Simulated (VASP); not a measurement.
Runs of VASP 6.6.1 on KI. The structure is that of space group Fm-3m (No. 225), or close to it. The cells are those of the table. 

```tsv
task	level	potentials or basis	cell	k mesh	cutoff (eV)	grid for exact exchange (PRECFOCK)	share of exact exchange	screening parameter	gap on the mesh (eV)	pressure (GPa)
electric field gradients	PBEsol	VASP PAW PBE potentials, release 64 (K_sv, I)	a = 4.996 Å, angles 60.0°, 2 atoms	10 × 10 × 10	400	-	-	-	3.81	-0.3
single point	PBEsol	VASP PAW PBE potentials, release 64 (K_sv, I)	a = 5.029 Å, angles 60.0°, 2 atoms	7 × 7 × 7	500	-	-	-	3.77	-0.5
single point	PBEsol	VASP PAW PBE potentials, release 64 (K_sv, I)	a = 4.963 Å, angles 60.0°, 2 atoms	7 × 7 × 7	500	-	-	-	3.86	0.0
single point	PBEsol	VASP PAW PBE potentials, release 64 (K_sv, I)	a = 4.996 Å, angles 60.0°, 2 atoms	7 × 7 × 7	500	-	-	-	3.81	-0.2
single point	PBEsol	VASP PAW PBE potentials, release 64 (K_sv, I)	a = 4.954 Å, angles 60.0°, 2 atoms	7 × 7 × 7	500	-	-	-	3.87	0.1
relaxation of cell and atoms	PBEsol	VASP PAW PBE potentials, release 64 (K_sv, I)	relaxed from a = 4.996 Å, angles 60.0°, 2 atoms	7 × 7 × 7	500	-	-	-	3.86	0.0
electric field gradients	PBEsol	VASP PAW PBE potentials, release 64 (K_sv, I)	a = 4.996 Å, angles 60.0°, 2 atoms	7 × 7 × 7	400	-	-	-	3.81	-0.3
electric field gradients	PBEsol	VASP PAW PBE potentials, release 64 (K_sv, I)	a = 4.996 Å, angles 60.0°, 2 atoms	3 × 3 × 3	400	-	-	-	3.81	-0.2
electric field gradients	r2SCAN	VASP PAW PBE potentials, release 64 (K_sv, I)	a = 4.996 Å, angles 60.0°, 2 atoms	7 × 7 × 7	440	-	-	-	4.61	0.2
electric field gradients	HSE06	VASP PAW PBE potentials, release 64 (K_sv, I)	a = 4.996 Å, angles 60.0°, 2 atoms	4 × 4 × 4	400	Normal	0.25	0.2079 1/Å	4.95	0.4
electric field gradients	LDA	VASP PAW LDA potentials, release 64 (K_sv, I)	a = 4.996 Å, angles 60.0°, 2 atoms	7 × 7 × 7	400	-	-	-	(a)	(b)
electric field gradients	PBEsol	VASP PAW PBE potentials, release 64 (K_sv, I)	a = 4.996 Å, angles 60.0°, 2 atoms	4 × 4 × 4	400	-	-	-	3.81	-0.2
```

Alike in all rows: no spin polarisation; smearing fermi-dirac 0.02 eV.

Task: Estimate the missing entries.

Result: (a) 3.62; (b) -1.3.

Caveats: some runs use coarse meshes; spin-orbit coupling is left out, which moves the levels of the heavy elements; the PAW data sets were made with another functional, which shifts forces and pressure a little (at least some runs); an odd mesh through Γ misses points on the zone boundary, where band edges can lie (at least some runs).

A k mesh can miss the band edges, and the runs leave out spin-orbit coupling on I.
